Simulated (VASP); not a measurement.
Set up this calculation in VASP 6.6.1, as the native input.

- Task: single point
- Functional: LDA
- Potentials or basis: VASP PAW LDA potentials, release 64 (Si, O)
- Cutoff: 520 eV
- k mesh: 6 × 6 × 6
- Occupations: gaussian, width 0.02 eV
- Spin: no spin polarisation
- Dipole correction: no
- Further INCAR settings: ALGO = Normal; EDIFF = 1e-06; NBANDS = 44

The structure of SiO2 lies in POSCAR:

```
SiO2
1.0
    0.0000000000      4.8709528246      7.5327412096
    2.4275222324      0.0000000000      7.5327412096
    2.4275222324      4.8709528246      0.0000000000
Si O
4 8
Direct
    0.5641732546      0.5641732546      0.9358267454
    0.3141732546      0.3141732546      0.6858267454
    0.6858267454      0.6858267454      0.3141732546
    0.9358267454      0.9358267454      0.5641732546
    0.6250000000      0.1250000000      0.6250000000
    0.6250000000      0.6250000000      0.1250000000
    0.6250000000      0.6250000000      0.6250000000
    0.1250000000      0.6250000000      0.6250000000
    0.1970860089      0.8029139911      0.1970860089
    0.8029139911      0.1970860089      0.8029139911
    0.4470860089      0.0529139911      0.4470860089
    0.0529139911      0.4470860089      0.0529139911
```

These files were run (other wordings do the same):

INCAR

```
SYSTEM = SiO2
ALGO     = Normal         ! electronic algorithm
EDIFF    = 1E-6           ! SCF threshold, eV
ENCUT    = 520            ! plane-wave cutoff, eV
ISIF     = 2              ! what is computed and relaxed
ISMEAR   = 0              ! smearing method
LASPH    = .True.         ! aspherical terms in the spheres
LCHARG   = .False.        ! write CHGCAR
LREAL    = .False.        ! projectors in reciprocal space
LWAVE    = .False.        ! write WAVECAR
NBANDS   = 44             ! bands
NELM     = 60             ! most SCF steps
PREC     = Accurate       ! precision mode
SIGMA    = 0.02           ! smearing width, eV
```

KPOINTS

```
k-points
0
Gamma
  6 6 6
  0 0 0
```

Potentials or basis: VASP PAW LDA potentials, release 64 (Si, O).

Command:

```bash
$ cat potpaw_LDA.64/Si/POTCAR potpaw_LDA.64/O/POTCAR > POTCAR
$ mpirun -np 1 vasp_std > vasp.out
```

Results of the run:

```
Pressure               : -10.1 GPa
Largest force          : 0.031 eV/Å
Band gap on the k mesh : 4.99 eV
```

Caveat: the cell stands under tension.

It took 7.1 min on 1 thread of AMD EPYC 7R13 Processor (Zen 3), with other jobs on the host, peak memory 0.43 GiB.
